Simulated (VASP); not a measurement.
A run of VASP 6.6.1 is set up as follows.

The input INCAR:

```
SYSTEM = TiAl30
PREC = Accurate ; ENCUT = 520
EDIFF = 1E-7 ; ISMEAR = 0
SIGMA = 0.15 ; LREAL = Auto
LASPH = .True. ; NELM = 80
ALGO = Normal ; ISIF = 2
LWAVE = .False. ; LCHARG = .False.
GGA = PE ; NBANDS = 72
```

The input KPOINTS:

```
Automatic mesh
0
Gamma
  3 3 3
  0 0 0
```

File POSCAR:

```
TiAl30
1.0
    8.1000000000      0.0000000000      0.0000000000
    0.0000000000      8.1000000000      0.0000000000
    0.0000000000      0.0000000000      8.1000000000
Ti Al
1 30
Direct
    0.4946943210      0.0050412346      0.0000183951
    0.7462767901      0.2492854321     -0.0001987654
    0.7469738272     -0.0040544444      0.2461511111
   -0.0084414815     -0.0051520988     -0.0001758025
    0.2472312346      0.2526282716      0.0000437037
    0.5052259259      0.5080267901     -0.0000432099
    0.2498924691      0.0009286420      0.2508228395
    0.4990170370      0.2498539506      0.2508471605
    0.7523874074      0.5013939506      0.2497048148
    0.5002520988     -0.0004872840      0.4999870370
    0.7485682716      0.2485007407      0.4998512346
    0.7467829630     -0.0042245679      0.7535495062
   -0.0032280247      0.5028376543      0.0000832099
    0.2505990123      0.7533809877     -0.0002849383
   -0.0011853086      0.2487261728      0.2498274074
    0.2511339506      0.5009996296      0.2496691358
    0.5040902469      0.7528944444      0.2460244444
   -0.0027276543      0.0002681481      0.5001296296
    0.2498561728      0.2501264198      0.4999104938
    0.4996177778      0.5026732099      0.4999835802
    0.7501124691      0.7497430864      0.4998702469
    0.2500295062      0.0008101235      0.7490192593
    0.4988239506      0.2499397531      0.7490341975
    0.7526008642      0.5011469136      0.7500043210
   -0.0017202469      0.7474529630      0.2495132099
    0.0023004938      0.4975335802      0.4997571605
    0.2513213580      0.7510534568      0.4999718519
   -0.0011493827      0.2488162963      0.7499658025
    0.2510190123      0.5009880247      0.7500238272
    0.5044743210      0.7527506173      0.7539074074
   -0.0018643210      0.7471224691      0.7502528395
```

Potentials or basis: VASP PAW PBE potentials, release 64 (Ti_sv, Al).

The run is started by

```console
$ cat potpaw_PBE.64/Ti_sv/POTCAR potpaw_PBE.64/Al/POTCAR > POTCAR
$ mpirun -np 1 vasp_std > vasp.out
```

Estimate the band gap on the k mesh.

zero (band 51 reaches 7.59 eV, above the bottom of band 52 at 7.51 eV).

What does it give for the pressure?

-1.3 GPa.

Predict the largest force.

0.012 eV/Å.

Stress tensor (GPa, compression positive):
```
-1.39 -0.11  0.00
-0.11 -1.38  0.00
 0.00  0.00 -1.27
```
